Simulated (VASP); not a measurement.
MgB2, 3 atoms in the cell. Symmetry: P6/mmm, No. 191, hexagonal system. Conventional cell: a = 2.982 Å, b = 2.982 Å, c = 3.300 Å, α = 90.00°, β = 90.00°, γ = 120.00°. Within 3.1 Å of Mg (site symmetry 6/mmm) lie 12 B at 2.38 Å and 6 Mg at 2.98 Å. B (site symmetry -6m2) has 3 B at 1.72 Å within 2.3 Å. 

- Program: VASP 6.6.1
- Task: single point
- Functional: PBEsol
- Potentials or basis: VASP PAW PBE potentials, release 64 (Mg, B)
- Cutoff: 520 eV
- k mesh: 10 × 10 × 8
- Occupations: fermi-dirac, width 0.05 eV
- Spin: no spin polarisation
- Dipole correction: no
- Further INCAR settings: ALGO = Normal; EDIFF = 1e-07; NBANDS = 11

Potentials or basis: VASP PAW PBE potentials, release 64 (Mg, B).

Run with:

```bash
$ cat potpaw_PBE.64/Mg/POTCAR potpaw_PBE.64/B/POTCAR > POTCAR
$ mpirun -np 1 vasp_std > vasp.out
```

Hardware: 1 thread of AMD EPYC 7R13 (shared host).

How long does it take, and how much memory?

It took 48 s on 1 thread of AMD EPYC 7R13 (shared host), peak memory 0.12 GiB. Counts: scf iterations 14, k points 70.
